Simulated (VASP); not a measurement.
# ReW4 in VASP: single point with r2SCAN

Aim: the single point of ReW4 with r2SCAN.

Program: VASP 6.6.1. These are calculated values, not measurements. Logs are shortened: lines on timing, memory, paths and dates and some standing lists are left out, and cuts for length are marked.

## Step 1: The cell of the first run

The cell holds a slab with vacuum, 5 atoms: a = 3.169 Å, b = 3.169 Å, c = 22.337 Å, α = 90.00°, β = 90.00°, γ = 90.00°.

## Step 2: Single point, r2SCAN

POSCAR

```
ReW4
1.0
    3.1686210655      0.0000000000      0.0000000000
    0.0000000000      3.1686210655      0.0000000000
    0.0000000000      0.0000000000     22.3372000000
W Re
4 1
Direct
    0.0000000000      0.0000000000      0.3650615703
    0.5000000000      0.5000000000      0.4280451031
    0.5000000000      0.5000000000      0.5719548985
    0.0000000000      0.0000000000      0.6349384318
    0.0000000000      0.0000000000      0.4999999963
```

INCAR.step1

```
PREC = Accurate
ENCUT = 520
ISMEAR = -1
SIGMA = 0.08
LREAL = F
LASPH = T
NELM = 100
LDIPOL = T
IDIPOL = 3
DIPOL = 0.5 0.5 0.500
NBANDS = 40
GGA = PE
ALGO = Normal
EDIFF = 1E-4
LWAVE = T
LCHARG = F
```

INCAR.step2

```
PREC = Accurate
ENCUT = 520
EDIFF = 1E-6
ISMEAR = -1
SIGMA = 0.08
LREAL = F
LASPH = T
NELM = 100
ALGO = Normal
ISIF = 2
LWAVE = F
LCHARG = F
LDIPOL = T
IDIPOL = 3
DIPOL = 0.5 0.5 0.500
METAGGA = R2SCAN
LMIXTAU = T
NBANDS = 40
ISTART = 1
```

KPOINTS

```
Automatic mesh
0
Gamma
  10 10 1
```

Potentials or basis: VASP PAW PBE potentials, release 64 (W_sv, Re).

On the command line:

```bash
$ cat potpaw_PBE.64/W_sv/POTCAR potpaw_PBE.64/Re/POTCAR > POTCAR
$ cp INCAR.step1 INCAR
$ mpirun -np 1 vasp_std > vasp.out
$ cp INCAR.step2 INCAR
$ mpirun -np 1 vasp_std > vasp.out
```

OUTCAR:

```text
PREC = Accurate
   ENCUT = 520
   EDIFF = 1E-6
   ISMEAR = -1
   LREAL = F
   LASPH = T
   NELM = 100
   ISIF = 2
   METAGGA = R2SCAN
   ISTART = 1

 ion  position               nearest neighbor table
   1  0.000  0.000  0.365-   2 2.65   2 2.65   2 2.65   2 2.65   5 3.01
   2  0.500  0.500  0.428-   1 2.65   1 2.65   1 2.65   1 2.65   5 2.76   5 2.76   5 2.76   5 2.76
                             3 3.21
   3  0.500  0.500  0.572-   4 2.65   4 2.65   4 2.65   4 2.65   5 2.76   5 2.76   5 2.76   5 2.76
                             2 3.21
   4  0.000  0.000  0.635-   3 2.65   3 2.65   3 2.65   3 2.65   5 3.01
   5  0.000  0.000  0.500-   2 2.76   2 2.76   2 2.76   2 2.76   3 2.76   3 2.76   3 2.76   3 2.76
                             1 3.01   4 3.01

  LATTYP: Found a simple tetragonal cell.
 ALAT       =     3.1686210655
 C/A-ratio  =     7.0495018301

  Lattice vectors:

 A1 = (   3.1686210655,   0.0000000000,   0.0000000000)
 A2 = (   0.0000000000,   3.1686210655,   0.0000000000)
 A3 = (   0.0000000000,   0.0000000000,  22.3372000000)

Analysis of symmetry for initial positions (statically):
=====================================================================
 Subroutine PRICEL returns:
 Original cell was already a primitive cell.

 Routine SETGRP: Setting up the symmetry group for a
 simple tetragonal supercell.

 Subroutine GETGRP returns: Found 16 space group operations
 (whereof 16 operations were pure point group operations)
 out of a pool of 16 trial point group operations.

The static configuration has the point symmetry D_4h.

Analysis of symmetry for dynamics (positions and initial velocities):
=====================================================================
 Subroutine PRICEL returns:
 Original cell was already a primitive cell.

 Routine SETGRP: Setting up the symmetry group for a
 simple tetragonal supercell.

 Subroutine GETGRP returns: Found 16 space group operations
 (whereof 16 operations were pure point group operations)
 out of a pool of 16 trial point group operations.

The dynamic configuration has the point symmetry D_4h.

 Subroutine INISYM returns: Found 16 space group operations
 (whereof 16 operations are pure point group operations),
 and found     1 'primitive' translations

----------------------------------------------------------------------------------------

                                     Primitive cell

  volume of cell :     224.2690

  direct lattice vectors                    reciprocal lattice vectors
     3.168621066  0.000000000  0.000000000     0.315594695  0.000000000  0.000000000
     0.000000000  3.168621066  0.000000000     0.000000000  0.315594695  0.000000000
     0.000000000  0.000000000 22.337200000     0.000000000  0.000000000  0.044768368

  length of vectors
     3.168621066  3.168621066 22.337200000     0.315594695  0.315594695  0.044768368

  position of ions in fractional coordinates (direct lattice)
     0.000000000  0.000000000  0.365061570
     0.500000000  0.500000000  0.428045103
     0.500000000  0.500000000  0.571954899
     0.000000000  0.000000000  0.634938432
     0.000000000  0.000000000  0.499999996

  ion indices of the primitive-cell ions
   primitive index   ion index
                 1           1
                 2           2
                 3           3
                 4           4
                 5           5

----------------------------------------------------------------------------------------

 KPOINTS: Automatic mesh

Automatic generation of k-mesh.
 Grid dimensions read from file:
 generate k-points for:   10   10    1

 Generating k-lattice:

  Cartesian coordinates                     Fractional coordinates (reciprocal lattice)
     0.031559470  0.000000000  0.000000000     0.100000000  0.000000000  0.000000000
     0.000000000  0.031559470  0.000000000     0.000000000  0.100000000  0.000000000
     0.000000000  0.000000000  0.044768368     0.000000000  0.000000000  1.000000000

  Length of vectors
     0.031559470  0.031559470  0.044768368

  Shift w.r.t. Gamma in fractional coordinates (k-lattice)
     0.000000000  0.000000000  0.000000000

 Subroutine IBZKPT returns following result:
 ===========================================

 Found     21 irreducible k-points:

 Following reciprocal coordinates:
            Coordinates               Weight
  0.000000  0.000000  0.000000      1.000000
  0.100000  0.000000  0.000000      4.000000
  0.200000  0.000000  0.000000      4.000000
  0.300000  0.000000  0.000000      4.000000
  0.400000  0.000000  0.000000      4.000000
  0.500000  0.000000  0.000000      2.000000
[... 13 lines left out ...]
  0.500000  0.400000  0.000000      4.000000
  0.500000  0.500000  0.000000      1.000000
   k-points           NKPTS =     21   k-points in BZ     NKDIM =     21   number of bands    NBANDS=     40
   number of dos      NEDOS =    301   number of ions     NIONS =      5
   total plane-waves  NPLWV =  96768
   dimension x,y,z NGX =    24 NGY =   24 NGZ =  168
   dimension x,y,z NGXF=    48 NGYF=   48 NGZF=  336
   ions per type =               4   1
   NGX,Y,Z   is equivalent  to a cutoff of  12.59, 12.59, 12.50 a.u.
   NGXF,Y,Z  is equivalent  to a cutoff of  25.18, 25.18, 25.01 a.u.
 SYSTEM =  unknown system
   PREC   = accura    normal or accurate (medium, high low for compatibility)
   ISTART =      1    job   : 0-new  1-cont  2-samecut
   ICHARG =      0    charge: 1-file 2-atom 10-const
   ISPIN  =      1    spin polarized calculation?
   LNONCOLLINEAR =      F non collinear calculations
   LSORBIT =      F    spin-orbit coupling
   LASPH  =      T    aspherical Exc in radial PAW
   ENCUT  =  520.0 eV  38.22 Ry    6.18 a.u.   5.89  5.89 41.53*2*pi/ulx,y,z
   NELM   =    100;   NELMIN=  2; NELMDL=  0     # of ELM steps
   EDIFF  = 0.1E-05   stopping-criterion for ELM
   LREAL  =      F    real-space projection
   EDIFFG = 0.1E-04   stopping-criterion for IOM
   NSW    =      0    number of steps for IOM
   IBRION =     -1    ionic relax: 0-MD 1-quasi-New 2-CG
   NFREE  =      0    steps in history (QN), initial steepest desc. (CG)
   ISIF   =      2    stress and relaxation
   ISYM   =      2    0-nonsym 1-usesym 2-fastsym
   POTIM  = 0.5000    time-step for ionic-motion
   TEBEG  =    0.0;   TEEND  =   0.0 temperature during run
   PSTRESS=    0.0 pullay stress
   NELECT =      63.0000    total number of electrons
   NUPDOWN=      -1.0000    fix difference up-down
   EMIN   =  10.00;   EMAX   =-10.00  energy-range for DOS
   EFERMI =   0.00;   METHOD = LEGACY
   ISMEAR =    -1;   SIGMA  =   0.08  broadening in eV -4-tet -1-fermi 0-gaus
   EFERMI_NEDOS =   21; number of points for ismear=-14 and -15
   IALGO  =     38    algorithm
   IMIX   =      4    mixing-type and parameters
     AMIX     =   0.40;   BMIX     =  1.00
     AMIX_MAG =   1.60;   BMIX_MAG =  1.00
  volume/ion in A,a.u.               =      44.85       302.69
  Fermi-wavevector in a.u.,A,eV,Ry     =   1.072174  2.026115 15.640671  1.149557
  Thomas-Fermi vector in A             =   2.207936
   LORBIT       =      0    0 simple, 1 ext, 2 COOP (PROOUT), +10 PAW based schemes
   METAGGA = R2SCAN    functional components
   LHFCALC =     F    Hartree Fock is set to
   AEXX    =    0.0000 exact exchange contribution
   IVDW    =     0    specifies the selected vdW correction
   LEPSILON=     F    determine dielectric tensor
   LRPA    =     F    only Hartree local field effects (RPA)
 non-spin polarized calculation
  energy-cutoff  :      520.00
  volume of cell :      224.27
 maximum number of plane-waves:      6128
 NGX is ok and might be reduce to    24
   NGX = 11   NGY = 11   NGZ = 83

 number of electron      62.9999997 magnetization

 dipolmoment           0.000000      0.000000     -0.000000 electrons x Angstroem

 Free energy of the ion-electron system (eV)
  ---------------------------------------------------
  ext. energy  EPLUGINS =         0.00000000
  ---------------------------------------------------
  free energy    TOTEN  =      -252.28014049 eV

  energy without entropy =     -252.16831465  energy(sigma->0) =     -252.22422757

 E-fermi :   1.1345     XC(G=0):  -6.2019

 val. band max:        1.1331493870   @ k =   0.3000   0.0000   0.0000
 cond. band min:       1.1416836062   @ k =   0.4000   0.2000   0.0000
 fundamental gap:      0.0085342192
 Fermi energy:         1.1345097956

 k-point     1 :       0.0000    0.0000    0.0000
  band No.  band energies     occupation
      1     -74.9241      2.00000
      2     -74.9196      2.00000
      3     -74.5747      2.00000
      4     -74.5743      2.00000
      5     -38.6963      2.00000
      6     -38.6361      2.00000
[... 32 lines left out ...]
     39       2.9302      0.00000
     40       3.1601      0.00000

 k-point     2 :       0.1000    0.0000    0.0000
  band No.  band energies     occupation
      1     -74.9204      2.00000
      2     -74.9160      2.00000
      3     -74.5766      2.00000
      4     -74.5762      2.00000
      5     -38.7078      2.00000
      6     -38.6770      2.00000
[... 32 lines left out ...]
     39       3.2995      0.00000
     40       3.5572      0.00000

 k-point     3 :       0.2000    0.0000    0.0000
  band No.  band energies     occupation
      1     -74.9103      2.00000
      2     -74.9062      2.00000
      3     -74.5816      2.00000
      4     -74.5814      2.00000
      5     -38.7755      2.00000
      6     -38.7678      2.00000
[... 724 lines left out ...]
  band No.  band energies     occupation
      1     -74.8735      2.00000
      2     -74.8697      2.00000
      3     -74.5876      2.00000
      4     -74.5876      2.00000
      5     -38.9387      2.00000
      6     -38.9382      2.00000
[... 32 lines left out ...]
     39       4.1831      0.00000
     40       4.5407      0.00000

 k-point    21 :       0.5000    0.5000    0.0000
  band No.  band energies     occupation
      1     -74.8727      2.00000
      2     -74.8687      2.00000
      3     -74.5867      2.00000
      4     -74.5867      2.00000
      5     -38.9435      2.00000
      6     -38.9435      2.00000
[... 32 lines left out ...]
     39       4.2724      0.00000
     40       4.5904      0.00000

------------------------ aborting loop because EDIFF is reached ----------------------------------------

 vacuum level on the upper side and lower side of the slab       (xc-potential included)        -0.003        -0.003

  FORCE on cell =-STRESS in cart. coord.  units (eV):
  Direction    XX          YY          ZZ          XY          YZ          ZX
  --------------------------------------------------------------------------------------
  -------------------------------------------------------------------------------------
  Total       -5.3730187     -5.3730187     -1.0844998      0.0000000      0.0000000      0.0000000
  in kB      -38.3848274    -38.3848274     -7.7476628      0.0000000      0.0000000      0.0000000
  external PRESSURE =     -28.1724392 kB  Pullay stress =       0.0000000 kB

 VOLUME and BASIS-vectors are now :
 -----------------------------------------------------------------------------
  energy-cutoff  :      520.00
  volume of cell :      224.27
      direct lattice vectors                 reciprocal lattice vectors
     3.168621066  0.000000000  0.000000000     0.315594695  0.000000000  0.000000000
     0.000000000  3.168621066  0.000000000     0.000000000  0.315594695  0.000000000
     0.000000000  0.000000000 22.337200000     0.000000000  0.000000000  0.044768368

 POSITION                                       TOTAL-FORCE (eV/Angst)
 -----------------------------------------------------------------------------------
      0.00000      0.00000      8.15445        -0.000000      0.000000      0.132220
      1.58431      1.58431      9.56133         0.000000      0.000000      0.071161
      1.58431      1.58431     12.77587        -0.000000      0.000000     -0.071161
      0.00000      0.00000     14.18275        -0.000000      0.000000     -0.132220
      0.00000      0.00000     11.16860        -0.000000      0.000000      0.000000
 -----------------------------------------------------------------------------------
    total drift:                                0.000000      0.000000     -0.000150

  FREE ENERGIE OF THE ION-ELECTRON SYSTEM (eV)
  ---------------------------------------------------
  free  energy   TOTEN  =      -252.2801404856 eV

  energy  without entropy=     -252.1683146510  energy(sigma->0) =     -252.22422757

 vacuum level on the upper side and lower side of the slab         5.249         5.249
```

Run time: 10 min. Hardware: 1 thread of Intel Xeon Platinum 8375C at 2.90GHz (Ice Lake), shared host; peak memory 0.43 GiB.

What came out:

```
Free energy            : -252.2801 eV
Largest force          : 0.132 eV/Å
Band gap on the k mesh : zero (an odd number of electrons rules out a gap without spin polarisation)
```

Forces in eV/Å, atoms in the order of the input:
```
W    0.000  0.000  0.132
W    0.000  0.000  0.071
W    0.000  0.000 -0.071
W    0.000  0.000 -0.132
Re   0.000  0.000  0.000
```

Levels at points of the mesh, in eV from the Fermi level:
| k point | band 27 | band 28 | band 29 | band 30 | band 31 | band 32 | band 33 | band 34 | band 35 | band 36 |
| --- | --- | --- | --- | --- | --- | --- | --- | --- | --- | --- |
| (0.00, 0.00, 0.00) | -1.65 | -0.83 | -0.83 | -0.42 | -0.30 | -0.18 | -0.18 | -0.17 | 0.41 | 0.98 |
| (0.50, 0.00, 0.00) | -1.81 | -1.81 | -1.46 | -0.55 | -0.24 | 0.02 | 1.02 | 1.25 | 1.54 | 1.58 |
| (0.50, 0.50, 0.00) | -2.53 | -1.43 | -1.43 | 1.31 | 1.59 | 1.59 | 1.82 | 2.10 | 2.28 | 2.28 |

Caveat: the PAW data sets were made with another functional, which shifts forces and pressure a little; spin-orbit coupling is left out, which moves the levels of the heavy elements.
